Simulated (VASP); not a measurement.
# TiSi5 (P-6m2) in VASP: single point with PBEsol

Aim: the single point of TiSi5 with PBEsol.

Everything below comes from runs of VASP 6.6.1. Logs are shortened: lines on timing, memory, paths and dates and some standing lists are left out, and cuts for length are marked.

**1. The cell of the first run**

It takes space group P-6m2 (No. 187, hexagonal). The conventional cell has a = 4.432 Å, b = 4.432 Å, c = 5.127 Å, α = 90.00°, β = 90.00°, γ = 120.00°. Si (site symmetry 3m) has 11 Si at 2.56 to 2.86 Å and 3 Ti at 2.86 Å within 3.4 Å. Within 3.4 Å of Si (site symmetry -6m2) lie 3 Ti at 2.56 Å and 8 Si at 2.56 to 2.86 Å. Within 3.4 Å of Si (site symmetry -6m2) lie 11 Si at 2.56 to 2.86 Å. Within 3.4 Å of Si (site symmetry -6m2) lie 9 Si at 2.56 to 2.86 Å and 2 Ti at 2.56 Å. Within 3.4 Å of Ti (site symmetry -6m2) lie 11 Si at 2.56 to 2.86 Å.

**2. Single point, PBEsol**

Input file INCAR:

```
SYSTEM = TiSi5
PREC = Accurate ; ENCUT = 520
EDIFF = 1E-6 ; ISMEAR = 0
SIGMA = 0.1 ; LREAL = .False.
LASPH = .True. ; NELM = 80
ALGO = Normal ; ISIF = 2
LWAVE = .False. ; LCHARG = .False.
GGA = PS ; NBANDS = 25
```

Input file KPOINTS:

```
regular mesh
0
Gamma
  12 12 8
  0 0 0
```

Input file POSCAR:

```
TiSi5
1.0
    2.2161678201     -3.8385152626      0.0000000000
   -4.4323356403      0.0000000000      0.0000000000
    0.0000000000      0.0000000000     -5.1265503596
Si Ti
5 1
Direct
    0.0000000000      1.0000000000      0.5000253334
    0.0000000000      1.0000000000     -0.0000253334
    0.3333333333      0.6666666667      0.2500000000
    0.3333333333      0.6666666667      0.7500000000
    0.6666666667      0.3333333333      0.7500000000
    0.6666666667      0.3333333333      0.2500000000
```

Potentials or basis: VASP PAW PBE potentials, release 64 (Si, Ti_sv).

Started as:

```console
> cat potpaw_PBE.64/Si/POTCAR potpaw_PBE.64/Ti_sv/POTCAR > POTCAR
> mpirun -np 1 vasp_std > vasp.out
```

OUTCAR:

```text
SYSTEM = TiSi5
   PREC = Accurate
   ENCUT = 520
   EDIFF = 1E-6
   ISMEAR = 0
   LREAL = .False.
   LASPH = .True.
   NELM = 80
   ISIF = 2
   GGA = PS

 ion  position               nearest neighbor table
   1  0.000  0.000  0.500-   2 2.56   2 2.56   5 2.86   4 2.86   5 2.86   4 2.86   5 2.86   4 2.86
                             6 2.86   3 2.86   3 2.86   6 2.86   3 2.86   6 2.86
   2  0.000  0.000  1.000-   1 2.56   1 2.56   4 2.86   5 2.86   5 2.86   4 2.86   5 2.86   4 2.86
                             3 2.86   6 2.86   3 2.86   6 2.86   3 2.86   6 2.86
   3  0.333  0.667  0.250-   6 2.56   6 2.56   6 2.56   4 2.56   4 2.56   1 2.86   2 2.86   2 2.86
                             1 2.86   2 2.86   1 2.86
   4  0.333  0.667  0.750-   5 2.56   5 2.56   5 2.56   3 2.56   3 2.56   1 2.86   2 2.86   2 2.86
                             1 2.86   2 2.86   1 2.86
   5  0.667  0.333  0.750-   4 2.56   4 2.56   4 2.56   6 2.56   6 2.56   1 2.86   2 2.86   1 2.86
                             2 2.86   1 2.86   2 2.86
   6  0.667  0.333  0.250-   3 2.56   3 2.56   3 2.56   5 2.56   5 2.56   1 2.86   2 2.86   1 2.86
                             2 2.86   1 2.86   2 2.86

  LATTYP: Found a hexagonal cell.
 ALAT       =     4.4323356403
 C/A-ratio  =     1.1566250338

  Lattice vectors:

 A1 = (   2.2161678201,  -3.8385152626,   0.0000000000)
 A2 = (  -4.4323356403,   0.0000000000,   0.0000000000)
 A3 = (   0.0000000000,   0.0000000000,  -5.1265503596)

Analysis of symmetry for initial positions (statically):
=====================================================================
 Subroutine PRICEL returns:
 Original cell was already a primitive cell.

 Routine SETGRP: Setting up the symmetry group for a
 hexagonal supercell.

 Subroutine GETGRP returns: Found 12 space group operations
 (whereof  6 operations were pure point group operations)
 out of a pool of 24 trial point group operations.

The static configuration has the point symmetry C_3v.
 The point group associated with its full space group is D_3h.

Analysis of symmetry for dynamics (positions and initial velocities):
=====================================================================
 Subroutine PRICEL returns:
 Original cell was already a primitive cell.

 Routine SETGRP: Setting up the symmetry group for a
 hexagonal supercell.

 Subroutine GETGRP returns: Found 12 space group operations
 (whereof  6 operations were pure point group operations)
 out of a pool of 24 trial point group operations.

The dynamic configuration has the point symmetry C_3v.
 The point group associated with its full space group is D_3h.

 Subroutine INISYM returns: Found 12 space group operations
 (whereof  6 operations are pure point group operations),
 and found     1 'primitive' translations

----------------------------------------------------------------------------------------

                                     Primitive cell

  volume of cell :      87.2210

  direct lattice vectors                    reciprocal lattice vectors
     2.216167820 -3.838515263  0.000000000     0.000000000 -0.260517396  0.000000000
    -4.432335640  0.000000000  0.000000000    -0.225614683 -0.130258698  0.000000000
     0.000000000  0.000000000 -5.126550360     0.000000000  0.000000000 -0.195062943

  length of vectors
     4.432335640  4.432335640  5.126550360     0.260517396  0.260517396  0.195062943

  position of ions in fractional coordinates (direct lattice)
     0.000000000  0.000000000  0.500025333
     0.000000000  0.000000000  0.999974667
     0.333333333  0.666666667  0.250000000
     0.333333333  0.666666667  0.750000000
     0.666666667  0.333333333  0.750000000
     0.666666667  0.333333333  0.250000000

  ion indices of the primitive-cell ions
   primitive index   ion index
                 1           1
                 2           2
                 3           3
                 4           4
                 5           5
                 6           6

----------------------------------------------------------------------------------------

 KPOINTS: regular mesh

Automatic generation of k-mesh.
 Grid dimensions read from file:
 generate k-points for:   12   12    8

 Generating k-lattice:

  Cartesian coordinates                     Fractional coordinates (reciprocal lattice)
     0.000000000 -0.021709783  0.000000000     0.083333333  0.000000000  0.000000000
    -0.018801224 -0.010854891  0.000000000     0.000000000  0.083333333  0.000000000
     0.000000000  0.000000000 -0.024382868     0.000000000  0.000000000  0.125000000

  Length of vectors
     0.021709783  0.021709783  0.024382868

  Shift w.r.t. Gamma in fractional coordinates (k-lattice)
     0.000000000  0.000000000  0.000000000

 Subroutine IBZKPT returns following result:
 ===========================================

 Found     95 irreducible k-points:

 Following reciprocal coordinates:
            Coordinates               Weight
  0.000000  0.000000  0.000000      1.000000
  0.083333  0.000000  0.000000      6.000000
  0.166667  0.000000  0.000000      6.000000
  0.250000  0.000000  0.000000      6.000000
  0.333333  0.000000  0.000000      6.000000
  0.416667  0.000000  0.000000      6.000000
[... 16 lines left out ...]
  0.250000  0.000000  0.125000     12.000000
  0.333333  0.000000  0.125000     12.000000
 [... further k-points ...]
   k-points           NKPTS =     95   k-points in BZ     NKDIM =     95   number of bands    NBANDS=     25
   number of dos      NEDOS =    301   number of ions     NIONS =      6
   total plane-waves  NPLWV =  51840
   dimension x,y,z NGX =    36 NGY =   36 NGZ =   40
   dimension x,y,z NGXF=    72 NGYF=   72 NGZF=   80
   ions per type =               5   1
   NGX,Y,Z   is equivalent  to a cutoff of  13.50, 13.50, 12.97 a.u.
   NGXF,Y,Z  is equivalent  to a cutoff of  27.01, 27.01, 25.94 a.u.
 SYSTEM =  TiSi5
   PREC   = accura    normal or accurate (medium, high low for compatibility)
   ISTART =      0    job   : 0-new  1-cont  2-samecut
   ICHARG =      2    charge: 1-file 2-atom 10-const
   ISPIN  =      1    spin polarized calculation?
   LNONCOLLINEAR =      F non collinear calculations
   LSORBIT =      F    spin-orbit coupling
   LASPH  =      T    aspherical Exc in radial PAW
   ENCUT  =  520.0 eV  38.22 Ry    6.18 a.u.   8.24  8.24  9.53*2*pi/ulx,y,z
   NELM   =     80;   NELMIN=  2; NELMDL= -5     # of ELM steps
   EDIFF  = 0.1E-05   stopping-criterion for ELM
   LREAL  =      F    real-space projection
   EDIFFG = 0.1E-04   stopping-criterion for IOM
   NSW    =      0    number of steps for IOM
   IBRION =     -1    ionic relax: 0-MD 1-quasi-New 2-CG
   NFREE  =      0    steps in history (QN), initial steepest desc. (CG)
   ISIF   =      2    stress and relaxation
   ISYM   =      2    0-nonsym 1-usesym 2-fastsym
   POTIM  = 0.5000    time-step for ionic-motion
   TEBEG  =    0.0;   TEEND  =   0.0 temperature during run
   PSTRESS=    0.0 pullay stress
   NELECT =      32.0000    total number of electrons
   NUPDOWN=      -1.0000    fix difference up-down
   EMIN   =  10.00;   EMAX   =-10.00  energy-range for DOS
   EFERMI =   0.00;   METHOD = LEGACY
   ISMEAR =     0;   SIGMA  =   0.10  broadening in eV -4-tet -1-fermi 0-gaus
   EFERMI_NEDOS =   21; number of points for ismear=-14 and -15
   IALGO  =     38    algorithm
   IMIX   =      4    mixing-type and parameters
     AMIX     =   0.40;   BMIX     =  1.00
     AMIX_MAG =   1.60;   BMIX_MAG =  1.00
  volume/ion in A,a.u.               =      14.54        98.10
  Fermi-wavevector in a.u.,A,eV,Ry     =   1.171973  2.214709 18.687899  1.373522
  Thomas-Fermi vector in A             =   2.308409
   LORBIT       =      0    0 simple, 1 ext, 2 COOP (PROOUT), +10 PAW based schemes
   GGA     = PS    functional components
   LHFCALC =     F    Hartree Fock is set to
   AEXX    =    0.0000 exact exchange contribution
   IVDW    =     0    specifies the selected vdW correction
   LEPSILON=     F    determine dielectric tensor
   LRPA    =     F    only Hartree local field effects (RPA)
 non-spin polarized calculation
 Gauss-broadening in eV      SIGMA  =   0.10
  energy-cutoff  :      520.00
  volume of cell :       87.22
 maximum number of plane-waves:      2366
 NGX is ok and might be reduce to    36
   NGX = 17   NGY = 17   NGZ = 19

 number of electron      32.0000003 magnetization

 Free energy of the ion-electron system (eV)
  ---------------------------------------------------
  ext. energy  EPLUGINS =         0.00000000
  ---------------------------------------------------
  free energy    TOTEN  =       -35.96632898 eV

  energy without entropy =      -35.93953604  energy(sigma->0) =      -35.95293251

 E-fermi :   9.8617     XC(G=0): -11.4335

 val. band max:        9.8614446864   @ k =   0.3333   0.3333   0.5000
 cond. band min:       9.8631517266   @ k =   0.4167   0.0833   0.5000
 fundamental gap:      0.0017070402
 Fermi energy:         9.8616880611

 k-point     1 :       0.0000    0.0000    0.0000
  band No.  band energies     occupation
      1     -46.3348      2.00000
      2     -22.7979      2.00000
      3     -22.7393      2.00000
      4     -22.7393      2.00000
      5      -3.6570      2.00000
      6       1.3825      2.00000
[... 17 lines left out ...]
     24      13.0477      0.00000
     25      13.0477      0.00000

 k-point     2 :       0.0833    0.0000    0.0000
  band No.  band energies     occupation
      1     -46.3348      2.00000
      2     -22.7978      2.00000
      3     -22.7401      2.00000
      4     -22.7395      2.00000
      5      -3.5883      2.00000
      6       1.4369      2.00000
[... 17 lines left out ...]
     24      12.7172      0.00000
     25      12.7866      0.00000
[... 586 lines left out ...]
     24      13.4389      0.00000
     25      14.4714      0.00000

 k-point    24 :       0.3333    0.0000    0.1250
  band No.  band energies     occupation
      1     -46.3345      2.00000
      2     -22.7973      2.00000
      3     -22.7477      2.00000
      4     -22.7412      2.00000
      5      -2.4994      2.00000
      6       0.6239      2.00000
[... 17 lines left out ...]
     24      14.4147      0.00000
     25      14.9680      0.00000

 [... further k-points ...]

------------------------ aborting loop because EDIFF is reached ----------------------------------------

  FORCE on cell =-STRESS in cart. coord.  units (eV):
  Direction    XX          YY          ZZ          XY          YZ          ZX
  --------------------------------------------------------------------------------------
  -------------------------------------------------------------------------------------
  Total        0.0726874      0.0726874      0.0922637      0.0000000     -0.0000000      0.0000000
  in kB        1.3352076      1.3352076      1.6948076      0.0000000     -0.0000000      0.0000000
  external PRESSURE =       1.4550743 kB  Pullay stress =       0.0000000 kB

 VOLUME and BASIS-vectors are now :
 -----------------------------------------------------------------------------
  energy-cutoff  :      520.00
  volume of cell :       87.22
      direct lattice vectors                 reciprocal lattice vectors
     2.216167820 -3.838515263  0.000000000     0.000000000 -0.260517396  0.000000000
    -4.432335640  0.000000000  0.000000000    -0.225614683 -0.130258698  0.000000000
     0.000000000  0.000000000 -5.126550360     0.000000000  0.000000000 -0.195062943

 POSITION                                       TOTAL-FORCE (eV/Angst)
 -----------------------------------------------------------------------------------
      0.00000      0.00000     -2.56341        -0.000000      0.000000      0.000848
      0.00000      0.00000     -5.12642        -0.000000      0.000000     -0.000848
     -2.21617     -1.27951     -1.28164         0.000000      0.000000     -0.000000
     -2.21617     -1.27951     -3.84491        -0.000000      0.000000     -0.000000
      0.00000     -2.55901     -3.84491        -0.000000      0.000000     -0.000000
      0.00000     -2.55901     -1.28164         0.000000     -0.000000     -0.000000
 -----------------------------------------------------------------------------------
    total drift:                               -0.000001      0.000000     -0.000000

  FREE ENERGIE OF THE ION-ELECTRON SYSTEM (eV)
  ---------------------------------------------------
  free  energy   TOTEN  =       -35.9663289788 eV

  energy  without entropy=      -35.9395360407  energy(sigma->0) =      -35.95293251
```

It took 4.2 min on 1 thread of AMD EPYC 9R45 (Zen 5), shared host; peak memory 0.29 GiB.

Results:

```yaml
Free_energy: -35.9663 eV
Pressure: 0.1 GPa
Band_gap_on_the_k_mesh: zero (band 16 reaches 10.50 eV, above the bottom of band 17 at 8.89 eV)
```

Levels at points of the mesh, in eV from the Fermi level:
```csv
k point,band 13,band 14,band 15,band 16,band 17,band 18,band 19,band 20
"(0.00, 0.00, 0.00)",-3.25,-0.47,-0.47,-0.42,-0.42,-0.08,0.03,1.51
"(0.50, 0.00, 0.00)",-1.64,-1.10,-0.91,-0.57,-0.02,1.75,2.18,2.75
"(0.00, 0.00, 0.50)",-3.26,-3.23,-2.99,-2.99,-0.64,0.29,0.29,1.49
"(0.50, 0.00, 0.50)",-0.96,-0.64,0.07,0.47,1.23,1.60,1.86,2.16
```

Caveat: the PAW data sets were made with another functional, which shifts forces and pressure a little.
